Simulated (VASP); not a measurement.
# BN (F-43m) in VASP: further runs

BN is run at these levels: LDA; tasks: single point.

Everything below comes from runs of VASP 6.6.1. Logs are shortened: lines on timing, memory, paths and dates and some standing lists are left out, and cuts for length are marked.

## (1) The cell of the first run

The structure is cubic, space group F-43m (No. 216). The conventional cell has a = 3.580 Å, b = 3.580 Å, c = 3.580 Å, α = 90.00°, β = 90.00°, γ = 90.00°. B (site symmetry -43m) has 4 N at 1.55 Å within 2.1 Å. Within 2.1 Å of N (site symmetry -43m) lie 4 B at 1.55 Å.

## (2) Single point, LDA

INCAR

```
  PREC = Accurate
  ENCUT = 1330
  EDIFF = 1E-6
  ISMEAR = 0
  SIGMA = 0.02
  LREAL = False
  LASPH = True
  NELM = 120
  ALGO = Normal
  ISIF = 2
  LWAVE = False
  LCHARG = False
  NBANDS = 11
  GGA_COMPAT = False
```

KPOINTS

```
Automatic mesh
0
Gamma
  12 12 12
```

POSCAR

```
BN
1.0
    0.0000000000      1.7899407159      1.7899407159
    1.7899407159      0.0000000000      1.7899407159
    1.7899407159      1.7899407159      0.0000000000
B N
1 1
Direct
    0.0000000000      0.0000000000      0.0000000000
    0.2500000000      0.2500000000      0.2500000000
```

Potentials or basis: VASP PAW LDA potentials, release 64 (B_h, N_h).

Command:

```
$ cat potpaw_LDA.64/B_h/POTCAR potpaw_LDA.64/N_h/POTCAR > POTCAR
$ mpirun -np 1 vasp_std > vasp.out
```

OUTCAR:

```text
PREC = Accurate
   ENCUT = 1330
   EDIFF = 1E-6
   ISMEAR = 0
   LREAL = False
   LASPH = True
   NELM = 120
   ISIF = 2

 ion  position               nearest neighbor table
   1  0.000  0.000  0.000-
   2  0.250  0.250  0.250-

  LATTYP: Found a face centered cubic cell.
 ALAT       =     3.5798814318

  Lattice vectors:

 A1 = (   0.0000000000,   1.7899407159,   1.7899407159)
 A2 = (   1.7899407159,   0.0000000000,   1.7899407159)
 A3 = (   1.7899407159,   1.7899407159,   0.0000000000)

Analysis of symmetry for initial positions (statically):
=====================================================================
 Subroutine PRICEL returns:
 Original cell was already a primitive cell.

 Routine SETGRP: Setting up the symmetry group for a
 face centered cubic supercell.

 Subroutine GETGRP returns: Found 24 space group operations
 (whereof 24 operations were pure point group operations)
 out of a pool of 48 trial point group operations.

The static configuration has the point symmetry T_d .

Analysis of symmetry for dynamics (positions and initial velocities):
=====================================================================
 Subroutine PRICEL returns:
 Original cell was already a primitive cell.

 Routine SETGRP: Setting up the symmetry group for a
 face centered cubic supercell.

 Subroutine GETGRP returns: Found 24 space group operations
 (whereof 24 operations were pure point group operations)
 out of a pool of 48 trial point group operations.

The dynamic configuration has the point symmetry T_d .

 Subroutine INISYM returns: Found 24 space group operations
 (whereof 24 operations are pure point group operations),
 and found     1 'primitive' translations

----------------------------------------------------------------------------------------

                                     Primitive cell

  volume of cell :      11.4695

  direct lattice vectors                    reciprocal lattice vectors
     0.000000000  1.789940716  1.789940716    -0.279338861  0.279338861  0.279338861
     1.789940716  0.000000000  1.789940716     0.279338861 -0.279338861  0.279338861
     1.789940716  1.789940716  0.000000000     0.279338861  0.279338861 -0.279338861

  length of vectors
     2.531358436  2.531358436  2.531358436     0.483829099  0.483829099  0.483829099

  position of ions in fractional coordinates (direct lattice)
     0.000000000  0.000000000  0.000000000
     0.250000000  0.250000000  0.250000000

  ion indices of the primitive-cell ions
   primitive index   ion index
                 1           1
                 2           2

----------------------------------------------------------------------------------------

 KPOINTS: Automatic mesh

Automatic generation of k-mesh.
 Grid dimensions read from file:
 generate k-points for:   12   12   12

 Generating k-lattice:

  Cartesian coordinates                     Fractional coordinates (reciprocal lattice)
    -0.023278238  0.023278238  0.023278238     0.083333333  0.000000000  0.000000000
     0.023278238 -0.023278238  0.023278238     0.000000000  0.083333333  0.000000000
     0.023278238  0.023278238 -0.023278238     0.000000000  0.000000000  0.083333333

  Length of vectors
     0.040319092  0.040319092  0.040319092

  Shift w.r.t. Gamma in fractional coordinates (k-lattice)
     0.000000000  0.000000000  0.000000000

 Subroutine IBZKPT returns following result:
 ===========================================

 Found     72 irreducible k-points:

 Following reciprocal coordinates:
            Coordinates               Weight
  0.000000  0.000000  0.000000      1.000000
  0.083333  0.000000  0.000000      8.000000
  0.166667  0.000000  0.000000      8.000000
  0.250000  0.000000  0.000000      8.000000
  0.333333  0.000000  0.000000      8.000000
  0.416667  0.000000  0.000000      8.000000
[... 16 lines left out ...]
  0.500000  0.166667  0.000000     24.000000
 -0.416667  0.166667  0.000000     24.000000
 [... further k-points ...]
   k-points           NKPTS =     72   k-points in BZ     NKDIM =     72   number of bands    NBANDS=     11
   number of dos      NEDOS =    301   number of ions     NIONS =      2
   total plane-waves  NPLWV =  27000
   dimension x,y,z NGX =    30 NGY =   30 NGZ =   30
   dimension x,y,z NGXF=    60 NGYF=   60 NGZF=   60
   ions per type =               1   1
   NGX,Y,Z   is equivalent  to a cutoff of  19.70, 19.70, 19.70 a.u.
   NGXF,Y,Z  is equivalent  to a cutoff of  39.40, 39.40, 39.40 a.u.
 SYSTEM =  unknown system
   PREC   = accura    normal or accurate (medium, high low for compatibility)
   ISTART =      0    job   : 0-new  1-cont  2-samecut
   ICHARG =      2    charge: 1-file 2-atom 10-const
   ISPIN  =      1    spin polarized calculation?
   LNONCOLLINEAR =      F non collinear calculations
   LSORBIT =      F    spin-orbit coupling
   LASPH  =      T    aspherical Exc in radial PAW
   ENCUT  = 1330.0 eV  97.75 Ry    9.89 a.u.   7.53  7.53  7.53*2*pi/ulx,y,z
   NELM   =    120;   NELMIN=  2; NELMDL= -5     # of ELM steps
   EDIFF  = 0.1E-05   stopping-criterion for ELM
   LREAL  =      F    real-space projection
   EDIFFG = 0.1E-04   stopping-criterion for IOM
   NSW    =      0    number of steps for IOM
   IBRION =     -1    ionic relax: 0-MD 1-quasi-New 2-CG
   NFREE  =      0    steps in history (QN), initial steepest desc. (CG)
   ISIF   =      2    stress and relaxation
   ISYM   =      2    0-nonsym 1-usesym 2-fastsym
   POTIM  = 0.5000    time-step for ionic-motion
   TEBEG  =    0.0;   TEEND  =   0.0 temperature during run
   PSTRESS=    0.0 pullay stress
   NELECT =       8.0000    total number of electrons
   NUPDOWN=      -1.0000    fix difference up-down
   EMIN   =  10.00;   EMAX   =-10.00  energy-range for DOS
   EFERMI =   0.00;   METHOD = LEGACY
   ISMEAR =     0;   SIGMA  =   0.02  broadening in eV -4-tet -1-fermi 0-gaus
   EFERMI_NEDOS =   21; number of points for ismear=-14 and -15
   IALGO  =     38    algorithm
   IMIX   =      4    mixing-type and parameters
     AMIX     =   0.40;   BMIX     =  1.00
     AMIX_MAG =   1.60;   BMIX_MAG =  1.00
  volume/ion in A,a.u.               =       5.73        38.70
  Fermi-wavevector in a.u.,A,eV,Ry     =   1.451854  2.743606 28.679436  2.107879
  Thomas-Fermi vector in A             =   2.569303
   LORBIT       =      0    0 simple, 1 ext, 2 COOP (PROOUT), +10 PAW based schemes
   GGA     = CA    functional components
   LHFCALC =     F    Hartree Fock is set to
   AEXX    =    0.0000 exact exchange contribution
   IVDW    =     0    specifies the selected vdW correction
   LEPSILON=     F    determine dielectric tensor
   LRPA    =     F    only Hartree local field effects (RPA)
 non-spin polarized calculation
 Gauss-broadening in eV      SIGMA  =   0.02
  energy-cutoff  :     1330.00
  volume of cell :       11.47
 maximum number of plane-waves:      1283
   NGX = 15   NGY = 15   NGZ = 15

 number of electron       8.0000000 magnetization

 Free energy of the ion-electron system (eV)
  ---------------------------------------------------
  ext. energy  EPLUGINS =         0.00000000
  ---------------------------------------------------
  free energy    TOTEN  =       -19.42114177 eV

  energy without entropy =      -19.42114177  energy(sigma->0) =      -19.42114177

 E-fermi :   9.3644     XC(G=0): -13.4110

 val. band max:        9.2633420170   @ k =   0.0000   0.0000   0.0000
 cond. band min:      13.6456774112   @ k =   0.5000   0.5000   0.0000
 fundamental gap:      4.3823353941
 Fermi energy:         9.3643599685

 k-point     1 :       0.0000    0.0000    0.0000
  band No.  band energies     occupation
      1     -11.1422      2.00000
      2       9.2633      2.00000
      3       9.2633      2.00000
      4       9.2633      2.00000
      5      18.0888      0.00000
      6      18.0888      0.00000
      7      18.0888      0.00000
      8      20.1814      0.00000
      9      34.3143      0.00000
     10      37.3996      0.00000
     11      37.3996      0.00000

 k-point     2 :       0.0833    0.0000    0.0000
  band No.  band energies     occupation
      1     -10.9687      2.00000
      2       8.3399      2.00000
      3       9.0751      2.00000
      4       9.0751      2.00000
      5      18.3585      0.00000
      6      18.3723      0.00000
      7      18.3723      0.00000
      8      20.6933      0.00000
      9      33.9879      0.00000
     10      35.0203      0.00000
     11      35.0203      0.00000

 k-point     3 :       0.1667    0.0000    0.0000
  band No.  band energies     occupation
      1     -10.4539      2.00000
      2       6.2078      2.00000
      3       8.6187      2.00000
      4       8.6187      2.00000
      5      18.7943      0.00000
      6      19.0274      0.00000
      7      19.0274      0.00000
      8      21.9143      0.00000
      9      33.2863      0.00000
     10      33.4253      0.00000
     11      33.4253      0.00000

 k-point     4 :       0.2500    0.0000    0.0000
  band No.  band energies     occupation
      1      -9.6191      2.00000
      2       3.6928      2.00000
      3       8.0942      2.00000
      4       8.0942      2.00000
      5      19.2021      0.00000
      6      19.6458      0.00000
      7      19.6458      0.00000
      8      23.1308      0.00000
      9      32.7287      0.00000
     10      33.0150      0.00000
     11      33.0150      0.00000
[... 239 lines left out ...]
 k-point    22 :       0.4167    0.1667    0.0000
  band No.  band energies     occupation
      1      -7.5868      2.00000
      2       0.9242      2.00000
      3       6.0697      2.00000
      4       6.2020      2.00000
      5      17.8043      0.00000
      6      21.9558      0.00000
      7      22.2458      0.00000
      8      23.2228      0.00000
      9      29.7320      0.00000
     10      35.8088      0.00000
     11      37.9359      0.00000

 k-point    23 :       0.5000    0.1667    0.0000
  band No.  band energies     occupation
      1      -6.5482      2.00000
      2      -0.7159      2.00000
      3       5.4661      2.00000
      4       6.2794      2.00000
      5      18.1474      0.00000
      6      21.9441      0.00000
      7      21.9888      0.00000
      8      24.5298      0.00000
      9      30.0855      0.00000
     10      35.9851      0.00000
     11      37.1148      0.00000

 k-point    24 :      -0.4167    0.1667    0.0000
  band No.  band energies     occupation
      1      -6.3432      2.00000
      2      -1.0072      2.00000
      3       5.0492      2.00000
      4       6.6066      2.00000
      5      18.5991      0.00000
      6      21.5836      0.00000
      7      21.8150      0.00000
      8      25.1646      0.00000
      9      30.3684      0.00000
     10      34.8056      0.00000
     11      36.2479      0.00000

 [... further k-points ...]
[... 5 lines left out ...]
  --------------------------------------------------------------------------------------
  -------------------------------------------------------------------------------------
  Total        0.0663848      0.0663848      0.0663848      0.0000000      0.0000000     -0.0000000
  in kB        9.2732774      9.2732774      9.2732774      0.0000000      0.0000000     -0.0000000
  external PRESSURE =       9.2732774 kB  Pullay stress =       0.0000000 kB

 VOLUME and BASIS-vectors are now :
 -----------------------------------------------------------------------------
  energy-cutoff  :     1330.00
  volume of cell :       11.47
      direct lattice vectors                 reciprocal lattice vectors
     0.000000000  1.789940716  1.789940716    -0.279338861  0.279338861  0.279338861
     1.789940716  0.000000000  1.789940716     0.279338861 -0.279338861  0.279338861
     1.789940716  1.789940716  0.000000000     0.279338861  0.279338861 -0.279338861

 POSITION                                       TOTAL-FORCE (eV/Angst)
 -----------------------------------------------------------------------------------
      0.00000      0.00000      0.00000         0.000000     -0.000000     -0.000000
      0.89497      0.89497      0.89497         0.000000      0.000000      0.000000
 -----------------------------------------------------------------------------------
    total drift:                                0.000000      0.000000     -0.000000

  FREE ENERGIE OF THE ION-ELECTRON SYSTEM (eV)
  ---------------------------------------------------
  free  energy   TOTEN  =       -19.4211417675 eV

  energy  without entropy=      -19.4211417675  energy(sigma->0) =      -19.42114177
```

Wall time 15 s (1 thread of Intel Xeon Platinum 8488C (Sapphire Rapids), shared host); peak memory 0.16 GiB.

What came out:

```
Free energy            : -19.4211 eV
Pressure               : 0.9 GPa
Band gap on the k mesh : 4.38 eV (least direct gap 8.83 eV)
```

Levels at points of the mesh, in eV from the valence-band top:
```tsv
k point	band 2	band 3	band 4	band 5	band 6	band 7
(0.00, 0.00, 0.00)	0.00	0.00	0.00	8.83	8.83	8.83
(0.50, 0.00, 0.00)	-10.98	-2.00	-2.00	10.60	10.73	10.73
(0.50, 0.50, 0.00)	-9.08	-5.07	-5.07	4.38	9.32	18.15
```

## (3) Single point, LDA

This run uses another cell than the first one, of 5.96 Å³/atom.

INCAR

```
SYSTEM = BN
PREC     = Accurate       ! precision mode
ENCUT    = 1330           ! plane-wave cutoff, eV
EDIFF    = 1E-6           ! SCF threshold, eV
ISMEAR   = 0              ! smearing method
SIGMA    = 0.1            ! smearing width, eV
LREAL    = .FALSE.        ! projectors in reciprocal space
LASPH    = .TRUE.         ! aspherical terms in the spheres
NELM     = 120            ! most SCF steps
ALGO     = Normal         ! electronic algorithm
ISIF     = 2              ! what is computed and relaxed
LWAVE    = .FALSE.        ! write WAVECAR
LCHARG   = .FALSE.        ! write CHGCAR
GGA      = CA             ! functional
NBANDS   = 11             ! bands
GGA_COMPAT= .FALSE.
```

KPOINTS

```
Automatic mesh
0
G
  8 8 8
  0 0 0
```

POSCAR

```
BN
1.0
    0.0000000000      1.8130010000      1.8130010000
    1.8130010000      0.0000000000      1.8130010000
    1.8130010000      1.8130010000      0.0000000000
B N
1 1
Direct
    0.0000000000      0.0000000000      0.0000000000
    0.2500000000      0.2500000000      0.2500000000
```

Potentials or basis: VASP PAW LDA potentials, release 64 (B_h, N_h).

Command:

```
$ cat potpaw_LDA.64/B_h/POTCAR potpaw_LDA.64/N_h/POTCAR > POTCAR
$ mpirun -np 1 vasp_std > vasp.out
```

It took 8.4 s on 1 thread of AMD EPYC 7R13 (Zen 3), shared host; peak memory 0.11 GiB.

Results (log left out):

```yaml
Free_energy: -19.4033 eV
Pressure: -13.6 GPa
Band_gap_on_the_k_mesh: 4.34 eV (least direct gap 8.64 eV)
```

Levels at points of the mesh, in eV from the valence-band top:
| k point | band 1 | band 2 | band 3 | band 4 | band 5 | band 6 | band 7 | band 8 |
| --- | --- | --- | --- | --- | --- | --- | --- | --- |
| (0.00, 0.00, 0.00) | -19.97 | 0.00 | 0.00 | 0.00 | 8.64 | 8.64 | 8.64 | 10.29 |
| (0.50, 0.00, 0.00) | -15.73 | -10.63 | -1.93 | -1.93 | 10.09 | 10.52 | 10.52 | 14.92 |
| (0.50, 0.50, 0.00) | -14.36 | -8.83 | -4.88 | -4.88 | 4.34 | 9.10 | 17.56 | 17.56 |

Caveat: the cell stands under tension. A k mesh can miss the band edges.
